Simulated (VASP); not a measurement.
# Ta (Im-3m) in VASP: single point with PBE

Aim: the single point of Ta with PBE.

Program: VASP 6.6.1. These are calculated values, not measurements. Logs are shortened: lines on timing, memory, paths and dates and some standing lists are left out, and cuts for length are marked.

**1. The cell of the first run**

It takes space group Im-3m (No. 229, cubic). The conventional cell has a = 3.303 Å, b = 3.303 Å, c = 3.303 Å, α = 90.00°, β = 90.00°, γ = 90.00°. Within 3.8 Å of Ta (site symmetry m-3m) lie 14 Ta at 2.86 to 3.30 Å.

**2. Single point, PBE**

INCAR reads:

```
SYSTEM = Ta
PREC     = Accurate       ! precision mode
ENCUT    = 520            ! plane-wave cutoff, eV
EDIFF    = 1E-7           ! SCF threshold, eV
ISMEAR   = -1             ! smearing method
SIGMA    = 0.05           ! smearing width, eV
LREAL    = .False.        ! projectors in reciprocal space
LASPH    = .True.         ! aspherical terms in the spheres
NELM     = 80             ! most SCF steps
ALGO     = Normal         ! electronic algorithm
ISIF     = 2              ! what is computed and relaxed
LWAVE    = .False.        ! write WAVECAR
LCHARG   = .False.        ! write CHGCAR
GGA      = PE             ! functional
NBANDS   = 12             ! bands
```

KPOINTS reads:

```
regular mesh
0
Gamma
  21 21 21
  0 0 0
```

POSCAR reads:

```
Ta
1.0
   -1.6512800000      1.6512800000      1.6512800000
    1.6512800000     -1.6512800000      1.6512800000
    1.6512800000      1.6512800000     -1.6512800000
Ta
1
Direct
    0.0000000000      0.0000000000      0.0000000000
```

Potentials or basis: VASP PAW PBE potentials, release 64 (Ta_pv).

Started as:

```
$ cat potpaw_PBE.64/Ta_pv/POTCAR > POTCAR
$ mpirun -np 1 vasp_std > vasp.out
```

OUTCAR:

```text
SYSTEM = Ta
   PREC = Accurate
   ENCUT = 520
   EDIFF = 1E-7
   ISMEAR = -1
   LREAL = .False.
   LASPH = .True.
   NELM = 80
   ISIF = 2
   GGA = PE

 ion  position               nearest neighbor table
   1  0.000  0.000  0.000-

  LATTYP: Found a body centered cubic cell.
 ALAT       =     3.3025600000

  Lattice vectors:

 A1 = (  -1.6512800000,   1.6512800000,   1.6512800000)
 A2 = (   1.6512800000,  -1.6512800000,   1.6512800000)
 A3 = (   1.6512800000,   1.6512800000,  -1.6512800000)

Analysis of symmetry for initial positions (statically):
=====================================================================
 Subroutine PRICEL returns:
 Original cell was already a primitive cell.

 Routine SETGRP: Setting up the symmetry group for a
 body centered cubic supercell.

 Subroutine GETGRP returns: Found 48 space group operations
 (whereof 48 operations were pure point group operations)
 out of a pool of 48 trial point group operations.

The static configuration has the point symmetry O_h .

Analysis of symmetry for dynamics (positions and initial velocities):
=====================================================================
 Subroutine PRICEL returns:
 Original cell was already a primitive cell.

 Routine SETGRP: Setting up the symmetry group for a
 body centered cubic supercell.

 Subroutine GETGRP returns: Found 48 space group operations
 (whereof 48 operations were pure point group operations)
 out of a pool of 48 trial point group operations.

The dynamic configuration has the point symmetry O_h .

 Subroutine INISYM returns: Found 48 space group operations
 (whereof 48 operations are pure point group operations),
 and found     1 'primitive' translations

----------------------------------------------------------------------------------------

                                     Primitive cell

  volume of cell :      18.0104

  direct lattice vectors                    reciprocal lattice vectors
    -1.651280000  1.651280000  1.651280000     0.000000000  0.302795407  0.302795407
     1.651280000 -1.651280000  1.651280000     0.302795407  0.000000000  0.302795407
     1.651280000  1.651280000 -1.651280000     0.302795407  0.302795407  0.000000000

  length of vectors
     2.860100858  2.860100858  2.860100858     0.428217371  0.428217371  0.428217371

  position of ions in fractional coordinates (direct lattice)
     0.000000000  0.000000000  0.000000000

  ion indices of the primitive-cell ions
   primitive index   ion index
                 1           1

----------------------------------------------------------------------------------------

 KPOINTS: regular mesh

Automatic generation of k-mesh.
 Grid dimensions read from file:
 generate k-points for:   21   21   21

 Generating k-lattice:

  Cartesian coordinates                     Fractional coordinates (reciprocal lattice)
     0.000000000  0.014418829  0.014418829     0.047619048  0.000000000  0.000000000
     0.014418829  0.000000000  0.014418829     0.000000000  0.047619048  0.000000000
     0.014418829  0.014418829  0.000000000     0.000000000  0.000000000  0.047619048

  Length of vectors
     0.020391303  0.020391303  0.020391303

  Shift w.r.t. Gamma in fractional coordinates (k-lattice)
     0.000000000  0.000000000  0.000000000

 Subroutine IBZKPT returns following result:
 ===========================================

 Found    286 irreducible k-points:

 Following reciprocal coordinates:
            Coordinates               Weight
  0.000000  0.000000  0.000000      1.000000
  0.047619  0.000000  0.000000     12.000000
  0.095238  0.000000  0.000000     12.000000
  0.142857  0.000000  0.000000     12.000000
  0.190476  0.000000  0.000000     12.000000
  0.238095  0.000000  0.000000     12.000000
[... 16 lines left out ...]
  0.142857  0.095238 -0.000000     48.000000
  0.190476  0.095238  0.000000     48.000000
 [... further k-points ...]
   k-points           NKPTS =    286   k-points in BZ     NKDIM =    286   number of bands    NBANDS=     12
   number of dos      NEDOS =    301   number of ions     NIONS =      1
   total plane-waves  NPLWV =  13824
   dimension x,y,z NGX =    24 NGY =   24 NGZ =   24
   dimension x,y,z NGXF=    48 NGYF=   48 NGZF=   48
   ions per type =               1
   NGX,Y,Z   is equivalent  to a cutoff of  13.95, 13.95, 13.95 a.u.
   NGXF,Y,Z  is equivalent  to a cutoff of  27.90, 27.90, 27.90 a.u.
 SYSTEM =  Ta
   PREC   = accura    normal or accurate (medium, high low for compatibility)
   ISTART =      0    job   : 0-new  1-cont  2-samecut
   ICHARG =      2    charge: 1-file 2-atom 10-const
   ISPIN  =      1    spin polarized calculation?
   LNONCOLLINEAR =      F non collinear calculations
   LSORBIT =      F    spin-orbit coupling
   LASPH  =      T    aspherical Exc in radial PAW
   ENCUT  =  520.0 eV  38.22 Ry    6.18 a.u.   5.32  5.32  5.32*2*pi/ulx,y,z
   NELM   =     80;   NELMIN=  2; NELMDL= -5     # of ELM steps
   EDIFF  = 0.1E-06   stopping-criterion for ELM
   LREAL  =      F    real-space projection
   EDIFFG = 0.1E-05   stopping-criterion for IOM
   NSW    =      0    number of steps for IOM
   IBRION =     -1    ionic relax: 0-MD 1-quasi-New 2-CG
   NFREE  =      0    steps in history (QN), initial steepest desc. (CG)
   ISIF   =      2    stress and relaxation
   ISYM   =      2    0-nonsym 1-usesym 2-fastsym
   POTIM  = 0.5000    time-step for ionic-motion
   TEBEG  =    0.0;   TEEND  =   0.0 temperature during run
   PSTRESS=    0.0 pullay stress
   NELECT =      11.0000    total number of electrons
   NUPDOWN=      -1.0000    fix difference up-down
   EMIN   =  10.00;   EMAX   =-10.00  energy-range for DOS
   EFERMI =   0.00;   METHOD = LEGACY
   ISMEAR =    -1;   SIGMA  =   0.05  broadening in eV -4-tet -1-fermi 0-gaus
   EFERMI_NEDOS =   21; number of points for ismear=-14 and -15
   IALGO  =     38    algorithm
   IMIX   =      4    mixing-type and parameters
     AMIX     =   0.40;   BMIX     =  1.00
     AMIX_MAG =   1.60;   BMIX_MAG =  1.00
  volume/ion in A,a.u.               =      18.01       121.54
  Fermi-wavevector in a.u.,A,eV,Ry     =   1.388988  2.624806 26.249534  1.929286
  Thomas-Fermi vector in A             =   2.513061
   LORBIT       =      0    0 simple, 1 ext, 2 COOP (PROOUT), +10 PAW based schemes
   GGA     = PE    functional components
   LHFCALC =     F    Hartree Fock is set to
   AEXX    =    0.0000 exact exchange contribution
   IVDW    =     0    specifies the selected vdW correction
   LEPSILON=     F    determine dielectric tensor
   LRPA    =     F    only Hartree local field effects (RPA)
 non-spin polarized calculation
  energy-cutoff  :      520.00
  volume of cell :       18.01
 maximum number of plane-waves:       494
 NGX is ok and might be reduce to    24
   NGX = 11   NGY = 11   NGZ = 11

 number of electron      11.0000002 magnetization

 Free energy of the ion-electron system (eV)
  ---------------------------------------------------
  ext. energy  EPLUGINS =         0.00000000
  ---------------------------------------------------
  free energy    TOTEN  =       -11.81510013 eV

  energy without entropy =      -11.80419695  energy(sigma->0) =      -11.80964854

 E-fermi :   5.4884     XC(G=0): -12.6182

 val. band max:        5.4872647453   @ k =   0.3333   0.0000   0.0000
 cond. band min:       5.4906875824   @ k =  -0.1429   0.2381   0.0476
 fundamental gap:      0.0034228371
 Fermi energy:         5.4883672289

 k-point     1 :       0.0000    0.0000    0.0000
  band No.  band energies     occupation
      1     -27.5828      2.00000
      2     -27.5828      2.00000
      3     -27.5828      2.00000
      4      -2.4299      2.00000
      5       6.2227      0.00000
      6       6.2227      0.00000
      7       6.2227      0.00000
      8       9.4959      0.00000
      9       9.4959      0.00000
     10      20.1870      0.00000
     11      20.4978      0.00000
     12      20.4978      0.00000

 k-point     2 :       0.0476    0.0000    0.0000
  band No.  band energies     occupation
      1     -27.6112      2.00000
      2     -27.5915      2.00000
      3     -27.5829      2.00000
      4      -2.3279      2.00000
      5       6.1557      0.00000
      6       6.2045      0.00000
      7       6.3221      0.00000
      8       9.3835      0.00000
      9       9.4957      0.00000
     10      20.1868      0.00000
     11      20.5913      0.00000
     12      20.6766      0.00000

 k-point     3 :       0.0952    0.0000    0.0000
  band No.  band energies     occupation
      1     -27.6934      2.00000
      2     -27.6168      2.00000
      3     -27.5834      2.00000
      4      -2.0296      2.00000
      5       5.9670      0.00014
      6       6.1323      0.00001
      7       6.6183      0.00000
      8       9.1237      0.00000
      9       9.4995      0.00000
     10      20.1865      0.00000
     11      20.8399      0.00000
     12      21.1997      0.00000
[... 286 lines left out ...]
 k-point    23 :       0.1429    0.0952   -0.0000
  band No.  band energies     occupation
      1     -28.0319      2.00000
      2     -27.7023      2.00000
      3     -27.6180      2.00000
      4      -0.6984      2.00000
      5       5.3341      1.91253
      6       5.4604      1.27254
      7       8.1425      0.00000
      8       8.5405      0.00000
      9       9.7946      0.00000
     10      20.1848      0.00000
     11      21.6635      0.00000
     12      22.4508      0.00000

 k-point    24 :       0.1905    0.0952    0.0000
  band No.  band energies     occupation
      1     -28.1865      2.00000
      2     -27.7628      2.00000
      3     -27.6220      2.00000
      4      -0.0422      2.00000
      5       4.9987      1.99989
      6       5.2117      1.99212
      7       8.5630      0.00000
      8       9.0020      0.00000
      9       9.9347      0.00000
     10      20.1818      0.00000
     11      21.0933      0.00000
     12      22.3803      0.00000

 [... further k-points ...]
[... 5 lines left out ...]
  --------------------------------------------------------------------------------------
  -------------------------------------------------------------------------------------
  Total        0.3471679      0.3471679      0.3471679      0.0000000     -0.0000000     -0.0000000
  in kB       30.8836095     30.8836095     30.8836095      0.0000000     -0.0000000     -0.0000000
  external PRESSURE =      30.8836095 kB  Pullay stress =       0.0000000 kB

 VOLUME and BASIS-vectors are now :
 -----------------------------------------------------------------------------
  energy-cutoff  :      520.00
  volume of cell :       18.01
      direct lattice vectors                 reciprocal lattice vectors
    -1.651280000  1.651280000  1.651280000     0.000000000  0.302795407  0.302795407
     1.651280000 -1.651280000  1.651280000     0.302795407  0.000000000  0.302795407
     1.651280000  1.651280000 -1.651280000     0.302795407  0.302795407  0.000000000

 POSITION                                       TOTAL-FORCE (eV/Angst)
 -----------------------------------------------------------------------------------
      0.00000      0.00000      0.00000        -0.000000      0.000000     -0.000000
 -----------------------------------------------------------------------------------
    total drift:                                0.000000      0.000000      0.000000

  FREE ENERGIE OF THE ION-ELECTRON SYSTEM (eV)
  ---------------------------------------------------
  free  energy   TOTEN  =       -11.8151001321 eV

  energy  without entropy=      -11.8041969521  energy(sigma->0) =      -11.80964854
```

Run time: 48 s. Hardware: 1 thread of Intel Xeon 8259CL, shared host; peak memory 0.18 GiB.

What came out:

| Item | Value |
| --- | --- |
| Free energy | -11.8151 eV |
| Pressure | 3.1 GPa |

Levels at points of the mesh, in eV from the Fermi level:
```tsv
k point	band 2	band 3	band 4	band 5	band 6	band 7	band 8	band 9	band 10	band 11
(0.00, 0.00, 0.00)	-33.07	-33.07	-7.92	0.73	0.73	0.73	4.01	4.01	14.70	15.01
```

Caveat: spin-orbit coupling is left out, which moves the levels of the heavy elements.
